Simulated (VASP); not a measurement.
Wanted: the native input for a VASP 6.6.1 run.

```
Task                   : single point
Functional             : PBEsol
Potentials or basis    : VASP PAW PBE potentials, release 64 (Mg, O)
Cutoff                 : 600 eV
k mesh                 : 8 × 8 × 8
Occupations            : gaussian, width 0.01 eV
Spin                   : no spin polarisation
Dipole correction      : no
Further INCAR settings : ALGO = Normal; EDIFF = 1e-06; NBANDS = 11
```

The structure of MgO (Periclase) lies in POSCAR:

```
MgO
1.0
    0.0000000000      2.0872005640      2.0872005640
    2.0872005640      0.0000000000      2.0872005640
    2.0872005640      2.0872005640      0.0000000000
Mg O
1 1
Direct
    0.0000000000      0.0000000000      0.0000000000
    0.5000000000      0.5000000000      0.5000000000
```

These files were run (other wordings do the same):

INCAR

```
PREC     = Accurate       # precision mode
ENCUT    = 600            # plane-wave cutoff, eV
EDIFF    = 1E-6           # SCF threshold, eV
ISMEAR   = 0              # smearing method
SIGMA    = 0.01           # smearing width, eV
LREAL    = F              # projectors in reciprocal space
LASPH    = T              # aspherical terms in the spheres
NELM     = 120            # most SCF steps
ALGO     = Normal         # electronic algorithm
ISIF     = 2              # what is computed and relaxed
LWAVE    = F              # write WAVECAR
LCHARG   = T              # write CHGCAR
GGA      = PS             # functional
LELF     = T              # ELF
LVHAR    = T            
NBANDS   = 11             # bands
GGA_COMPAT= F
```

KPOINTS

```
regular mesh
0
Gamma
  8 8 8
```

Potentials or basis: VASP PAW PBE potentials, release 64 (Mg, O).

Command:

```sh
$ cat potpaw_PBE.64/Mg/POTCAR potpaw_PBE.64/O/POTCAR > POTCAR
$ mpirun -np 1 vasp_std > vasp.out
```

It gave:

```
Pressure               : 4.1 GPa
Band gap on the k mesh : 4.90 eV, direct
```

Caveat: the PAW data sets were made with another functional, which shifts forces and pressure a little.

Wall time 12 s on 1 thread of AMD EPYC 7R13 (shared host), peak memory 0.11 GiB.
